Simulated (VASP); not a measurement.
# Zr (Im-3m) in VASP: further runs, part 2 of 2

VASP 6.6.1. The steps go on from the part before.

### 5 Single point, revPBE (volume scaled by 1.08)

Contents of INCAR:

```
SYSTEM = Zr
PREC = Accurate
ENCUT = 520
EDIFF = 1E-6
ISMEAR = -1
SIGMA = 0.1
LREAL = .False.
LASPH = .True.
NELM = 60
ALGO = Normal
ISIF = 2
LWAVE = .False.
LCHARG = .False.
GGA = RE
NBANDS = 12
```

Contents of KPOINTS:

```
regular mesh
0
Gamma
  14 14 14
  0 0 0
```

Contents of POSCAR:

```
Zr
1.0
   -1.8474100054      1.8474100054      1.8474100054
    1.8474100054     -1.8474100054      1.8474100054
    1.8474100054      1.8474100054     -1.8474100054
Zr
1
Direct
    0.0000000000      0.0000000000      0.0000000000
```

Potentials or basis: VASP PAW PBE potentials, release 64 (Zr_sv).

Run with:

```console
> cat potpaw_PBE.64/Zr_sv/POTCAR > POTCAR
> mpirun -np 1 vasp_std > vasp.out
```

OUTCAR:

```text
SYSTEM = Zr
   PREC = Accurate
   ENCUT = 520
   EDIFF = 1E-6
   ISMEAR = -1
   LREAL = .False.
   LASPH = .True.
   NELM = 60
   ISIF = 2
   GGA = RE

 ion  position               nearest neighbor table
   1  0.000  0.000  0.000-

  LATTYP: Found a body centered cubic cell.
 ALAT       =     3.6948200108

  Lattice vectors:

 A1 = (  -1.8474100054,   1.8474100054,   1.8474100054)
 A2 = (   1.8474100054,  -1.8474100054,   1.8474100054)
 A3 = (   1.8474100054,   1.8474100054,  -1.8474100054)

Analysis of symmetry for initial positions (statically):
=====================================================================
 Subroutine PRICEL returns:
 Original cell was already a primitive cell.

 Routine SETGRP: Setting up the symmetry group for a
 body centered cubic supercell.

 Subroutine GETGRP returns: Found 48 space group operations
 (whereof 48 operations were pure point group operations)
 out of a pool of 48 trial point group operations.

The static configuration has the point symmetry O_h .

Analysis of symmetry for dynamics (positions and initial velocities):
=====================================================================
 Subroutine PRICEL returns:
 Original cell was already a primitive cell.

 Routine SETGRP: Setting up the symmetry group for a
 body centered cubic supercell.

 Subroutine GETGRP returns: Found 48 space group operations
 (whereof 48 operations were pure point group operations)
 out of a pool of 48 trial point group operations.

The dynamic configuration has the point symmetry O_h .

 Subroutine INISYM returns: Found 48 space group operations
 (whereof 48 operations are pure point group operations),
 and found     1 'primitive' translations

----------------------------------------------------------------------------------------

                                     Primitive cell

  volume of cell :      25.2203

  direct lattice vectors                    reciprocal lattice vectors
    -1.847410005  1.847410005  1.847410005     0.000000000  0.270649178  0.270649178
     1.847410005 -1.847410005  1.847410005     0.270649178  0.000000000  0.270649178
     1.847410005  1.847410005 -1.847410005     0.270649178  0.270649178  0.000000000

  length of vectors
     3.199807992  3.199807992  3.199807992     0.382755739  0.382755739  0.382755739

  position of ions in fractional coordinates (direct lattice)
     0.000000000  0.000000000  0.000000000

  ion indices of the primitive-cell ions
   primitive index   ion index
                 1           1

----------------------------------------------------------------------------------------

 KPOINTS: regular mesh

Automatic generation of k-mesh.
 Grid dimensions read from file:
 generate k-points for:   14   14   14

 Generating k-lattice:

  Cartesian coordinates                     Fractional coordinates (reciprocal lattice)
     0.000000000  0.019332084  0.019332084     0.071428571  0.000000000  0.000000000
     0.019332084  0.000000000  0.019332084     0.000000000  0.071428571  0.000000000
     0.019332084  0.019332084  0.000000000     0.000000000  0.000000000  0.071428571

  Length of vectors
     0.027339696  0.027339696  0.027339696

  Shift w.r.t. Gamma in fractional coordinates (k-lattice)
     0.000000000  0.000000000  0.000000000

 Subroutine IBZKPT returns following result:
 ===========================================

 Found    104 irreducible k-points:

 Following reciprocal coordinates:
            Coordinates               Weight
  0.000000  0.000000  0.000000      1.000000
  0.071429  0.000000  0.000000     12.000000
  0.142857  0.000000  0.000000     12.000000
  0.214286  0.000000  0.000000     12.000000
  0.285714  0.000000  0.000000     12.000000
  0.357143  0.000000  0.000000     12.000000
[... 16 lines left out ...]
  0.285714  0.285714  0.000000     24.000000
  0.357143  0.285714  0.000000     24.000000
 [... further k-points ...]
   k-points           NKPTS =    104   k-points in BZ     NKDIM =    104   number of bands    NBANDS=     12
   number of dos      NEDOS =    301   number of ions     NIONS =      1
   total plane-waves  NPLWV =  13824
   dimension x,y,z NGX =    24 NGY =   24 NGZ =   24
   dimension x,y,z NGXF=    48 NGYF=   48 NGZF=   48
   ions per type =               1
   NGX,Y,Z   is equivalent  to a cutoff of  12.47, 12.47, 12.47 a.u.
   NGXF,Y,Z  is equivalent  to a cutoff of  24.94, 24.94, 24.94 a.u.
 SYSTEM =  Zr
   PREC   = accura    normal or accurate (medium, high low for compatibility)
   ISTART =      0    job   : 0-new  1-cont  2-samecut
   ICHARG =      2    charge: 1-file 2-atom 10-const
   ISPIN  =      1    spin polarized calculation?
   LNONCOLLINEAR =      F non collinear calculations
   LSORBIT =      F    spin-orbit coupling
   LASPH  =      T    aspherical Exc in radial PAW
   ENCUT  =  520.0 eV  38.22 Ry    6.18 a.u.   5.95  5.95  5.95*2*pi/ulx,y,z
   NELM   =     60;   NELMIN=  2; NELMDL= -5     # of ELM steps
   EDIFF  = 0.1E-05   stopping-criterion for ELM
   LREAL  =      F    real-space projection
   EDIFFG = 0.1E-04   stopping-criterion for IOM
   NSW    =      0    number of steps for IOM
   IBRION =     -1    ionic relax: 0-MD 1-quasi-New 2-CG
   NFREE  =      0    steps in history (QN), initial steepest desc. (CG)
   ISIF   =      2    stress and relaxation
   ISYM   =      2    0-nonsym 1-usesym 2-fastsym
   POTIM  = 0.5000    time-step for ionic-motion
   TEBEG  =    0.0;   TEEND  =   0.0 temperature during run
   PSTRESS=    0.0 pullay stress
   NELECT =      12.0000    total number of electrons
   NUPDOWN=      -1.0000    fix difference up-down
   EMIN   =  10.00;   EMAX   =-10.00  energy-range for DOS
   EFERMI =   0.00;   METHOD = LEGACY
   ISMEAR =    -1;   SIGMA  =   0.10  broadening in eV -4-tet -1-fermi 0-gaus
   EFERMI_NEDOS =   21; number of points for ismear=-14 and -15
   IALGO  =     38    algorithm
   IMIX   =      4    mixing-type and parameters
     AMIX     =   0.40;   BMIX     =  1.00
     AMIX_MAG =   1.60;   BMIX_MAG =  1.00
  volume/ion in A,a.u.               =      25.22       170.19
  Fermi-wavevector in a.u.,A,eV,Ry     =   1.278062  2.415187 22.224338  1.633443
  Thomas-Fermi vector in A             =   2.410626
   LORBIT       =      0    0 simple, 1 ext, 2 COOP (PROOUT), +10 PAW based schemes
   GGA     = RE    functional components
   LHFCALC =     F    Hartree Fock is set to
   AEXX    =    0.0000 exact exchange contribution
   IVDW    =     0    specifies the selected vdW correction
   LEPSILON=     F    determine dielectric tensor
   LRPA    =     F    only Hartree local field effects (RPA)
 non-spin polarized calculation
  energy-cutoff  :      520.00
  volume of cell :       25.22
 maximum number of plane-waves:       694
   NGX = 11   NGY = 11   NGZ = 11

 number of electron      12.0000000 magnetization

 Free energy of the ion-electron system (eV)
  ---------------------------------------------------
  ext. energy  EPLUGINS =         0.00000000
  ---------------------------------------------------
  free energy    TOTEN  =        -8.08609548 eV

  energy without entropy =       -8.01368494  energy(sigma->0) =       -8.04989021

 E-fermi :   7.9233     XC(G=0): -10.6651

 val. band max:        7.8896405146   @ k =   0.2857   0.1429   0.1429
 cond. band min:       7.9286932787   @ k =   0.2857   0.0000   0.0000
 fundamental gap:      0.0390527641
 Fermi energy:         7.9233423147

 k-point     1 :       0.0000    0.0000    0.0000
  band No.  band energies     occupation
      1     -40.7778      2.00000
      2     -18.3893      2.00000
      3     -18.3893      2.00000
      4     -18.3893      2.00000
      5       2.7033      2.00000
      6       9.0041      0.00004
      7       9.0041      0.00004
      8       9.0041      0.00004
      9      11.2579      0.00000
     10      11.2579      0.00000
     11      20.0257      0.00000
     12      20.0257      0.00000

 k-point     2 :       0.0714    0.0000    0.0000
  band No.  band energies     occupation
      1     -40.7725      2.00000
      2     -18.4280      2.00000
      3     -18.4014      2.00000
      4     -18.3894      2.00000
      5       2.8617      2.00000
      6       8.9013      0.00011
      7       8.9694      0.00006
      8       9.1551      0.00001
      9      11.1055      0.00000
     10      11.2582      0.00000
     11      20.1548      0.00000
     12      20.3106      0.00000
[... 316 lines left out ...]
 k-point    24 :       0.3571    0.2857    0.0000
  band No.  band energies     occupation
      1     -40.6577      2.00000
      2     -18.9548      2.00000
      3     -18.8412      2.00000
      4     -18.4808      2.00000
      5       6.6767      1.99999
      6       7.4144      1.98775
      7       7.7227      1.76297
      8      11.3836      0.00000
      9      11.7407      0.00000
     10      15.6442      0.00000
     11      16.0559      0.00000
     12      17.4284      0.00000

 [... further k-points ...]
[... 5 lines left out ...]
  --------------------------------------------------------------------------------------
  -------------------------------------------------------------------------------------
  Total       -0.9012034     -0.9012034     -0.9012034      0.0000000      0.0000000     -0.0000000
  in kB      -57.2510639    -57.2510639    -57.2510639      0.0000000      0.0000000     -0.0000000
  external PRESSURE =     -57.2510639 kB  Pullay stress =       0.0000000 kB

 VOLUME and BASIS-vectors are now :
 -----------------------------------------------------------------------------
  energy-cutoff  :      520.00
  volume of cell :       25.22
      direct lattice vectors                 reciprocal lattice vectors
    -1.847410005  1.847410005  1.847410005     0.000000000  0.270649178  0.270649178
     1.847410005 -1.847410005  1.847410005     0.270649178  0.000000000  0.270649178
     1.847410005  1.847410005 -1.847410005     0.270649178  0.270649178  0.000000000

 POSITION                                       TOTAL-FORCE (eV/Angst)
 -----------------------------------------------------------------------------------
      0.00000      0.00000      0.00000         0.000000      0.000000     -0.000000
 -----------------------------------------------------------------------------------
    total drift:                                0.000000      0.000000      0.000000

  FREE ENERGIE OF THE ION-ELECTRON SYSTEM (eV)
  ---------------------------------------------------
  free  energy   TOTEN  =        -8.0860954768 eV

  energy  without entropy=       -8.0136849438  energy(sigma->0) =       -8.04989021
```

OSZICAR:

```text
N       E                     dE             d eps       ncg     rms          rms(c)
DAV:   1     0.878737263038E+02    0.87874E+02   -0.67528E+03  2496   0.989E+02
DAV:   2    -0.530631279828E+01   -0.93180E+02   -0.90640E+02  2936   0.268E+02
DAV:   3    -0.839593549610E+01   -0.30896E+01   -0.30416E+01  3768   0.407E+01
DAV:   4    -0.845450899358E+01   -0.58573E-01   -0.58528E-01  2932   0.545E+00
DAV:   5    -0.845553189445E+01   -0.10229E-02   -0.10229E-02  3536   0.546E-01    0.844E+00
DAV:   6    -0.813955495547E+01    0.31598E+00   -0.41248E-01  2688   0.589E+00    0.314E+00
DAV:   7    -0.808279845066E+01    0.56757E-01   -0.20581E-01  2996   0.395E+00    0.691E-01
DAV:   8    -0.808611672499E+01   -0.33183E-02   -0.13004E-02  3072   0.125E+00    0.117E-01
DAV:   9    -0.808611074032E+01    0.59847E-05   -0.53600E-04  3140   0.212E-01    0.240E-02
DAV:  10    -0.808609594022E+01    0.14800E-04   -0.24934E-05  3240   0.476E-02    0.942E-03
DAV:  11    -0.808609547682E+01    0.46340E-06   -0.78327E-07  2228   0.820E-03
   1 F= -.80860955E+01 E0= -.80498902E+01  d E =-.724105E-01
```

Run time: 13 s. Hardware: 1 thread of Intel Xeon Platinum 8259CL at 2.50GHz (Skylake/Cascade Lake), shared host; peak memory 0.15 GiB.

Results:

```
Free energy            : -8.0861 eV
Pressure               : -5.7 GPa
Band gap on the k mesh : zero (band 6 reaches 9.00 eV, above the bottom of band 7 at 7.33 eV)
```

Caveat: the cell differs from its parent crystal (volume scaled by 1.08); the PAW data sets were made with another functional, which shifts forces and pressure a little.

### 6 Single point, revPBE (volume scaled by 1.12)

Contents of INCAR:

```
SYSTEM = Zr
  PREC = Accurate
  ENCUT = 520
  EDIFF = 1E-6
  ISMEAR = -1
  SIGMA = 0.1
  LREAL = .False.
  LASPH = .True.
  NELM = 80
  ALGO = Normal
  ISIF = 2
  LWAVE = .False.
  LCHARG = .True.
  GGA = RE
  LELF = .True.
  LVHAR = .True.
  NBANDS = 12
```

Contents of KPOINTS:

```
Automatic mesh
0
Gamma
  14 14 14
  0 0 0
```

Contents of POSCAR:

```
Zr
1.0
   -1.8699416163      1.8699416163      1.8699416163
    1.8699416163     -1.8699416163      1.8699416163
    1.8699416163      1.8699416163     -1.8699416163
Zr
1
Direct
    0.0000000000      0.0000000000      0.0000000000
```

Potentials or basis: VASP PAW PBE potentials, release 64 (Zr_sv).

Run with:

```console
> cat potpaw_PBE.64/Zr_sv/POTCAR > POTCAR
> mpirun -np 1 vasp_std > vasp.out
```

Run time: 13 s. Hardware: 1 thread of Intel Xeon Platinum 8259CL at 2.50GHz (Skylake/Cascade Lake), shared host; peak memory 0.15 GiB.

It converged, with:

- Free energy: -8.0465 eV
- Pressure: -7.9 GPa
- Band gap on the k mesh: zero (band 6 reaches 8.61 eV, above the bottom of band 7 at 6.98 eV)

Levels at points of the mesh, in eV from the Fermi level:
```tsv
k point	band 4	band 5	band 6	band 7	band 8	band 9
(0.00, 0.00, 0.00)	-26.44	-5.15	1.05	1.05	1.05	3.21
(0.50, 0.00, 0.00)	-26.44	-2.47	-0.49	1.16	3.16	3.74
(0.50, 0.50, 0.50)	-26.90	-2.09	-2.09	4.90	4.90	4.90
```

Caveat: the cell differs from its parent crystal (volume scaled by 1.12); the PAW data sets were made with another functional, which shifts forces and pressure a little.

### 7 Single point, revPBE

This run uses another cell than the first one, of 23.35 Å³/atom, 1.042 times its volume.

Contents of INCAR:

```
  PREC = Accurate
  ENCUT = 520
  EDIFF = 1E-6
  ISMEAR = -1
  SIGMA = 0.1
  LREAL = F
  LASPH = T
  NELM = 80
  ALGO = Normal
  ISIF = 2
  LWAVE = F
  LCHARG = F
  GGA = RE
  NBANDS = 12
```

Contents of KPOINTS:

```
regular mesh
0
Gamma
  20 20 20
```

Contents of POSCAR:

```
Zr
1.0
   -1.8006198752      1.8006198752      1.8006198752
    1.8006198752     -1.8006198752      1.8006198752
    1.8006198752      1.8006198752     -1.8006198752
Zr
1
Direct
    0.0000000000      0.0000000000      0.0000000000
```

Run with:

```console
> cat potpaw_PBE.64/Zr_sv/POTCAR > POTCAR
> mpirun -np 1 vasp_std > vasp.out
```

Run time: 32 s. Hardware: 1 thread of Intel Xeon Platinum 8259CL at 2.50GHz (Skylake/Cascade Lake), shared host; peak memory 0.19 GiB.

Results (log left out):

```yaml
Free_energy: -8.1211 eV
Pressure: 0.0 GPa
Band_gap_on_the_k_mesh: zero (band 6 reaches 9.87 eV, above the bottom of band 7 at 8.08 eV)
```

Levels at points of the mesh, in eV from the Fermi level:
```
           k point  band 3  band 4  band 5  band 6  band 7  band 8  band 9  band 10
(0.00, 0.00, 0.00)  -26.04  -26.04   -5.35    1.14    1.14    1.14    3.59     3.59
(0.50, 0.00, 0.00)  -26.34  -26.04   -2.76   -0.64    1.57    3.58    4.25     6.28
(0.50, 0.50, 0.50)  -26.69  -26.69   -2.51   -2.51    5.61    5.61    5.61     7.39
```

Caveat: the PAW data sets were made with another functional, which shifts forces and pressure a little.

### 8 The runs side by side

| cell | k mesh | gap on the mesh (eV) | pressure (GPa) |
| --- | --- | --- | --- |
| a = 3.077 Å, angles 109.5°, 1 atom | 14 × 14 × 14 | none | 3.6 |
| a = 3.119 Å, angles 109.5°, 1 atom | 14 × 14 × 14 | none | -0.1 |
| a = 3.160 Å, angles 109.5°, 1 atom | 14 × 14 × 14 | none | -3.1 |
| a = 3.200 Å, angles 109.5°, 1 atom | 14 × 14 × 14 | none | -5.7 |
| a = 3.239 Å, angles 109.5°, 1 atom | 14 × 14 × 14 | none | -7.9 |
| a = 3.119 Å, angles 109.5°, 1 atom | 20 × 20 × 20 | none | 0.0 |

Alike in all rows: task single point; level revPBE; potentials or basis VASP PAW PBE potentials, release 64 (Zr_sv); no spin polarisation; cutoff (eV) 520; smearing fermi-dirac 0.1 eV.

Caveats: the PAW data sets were made with another functional, which shifts forces and pressure a little.

Absolute energies hang on the potentials; compare differences alone.
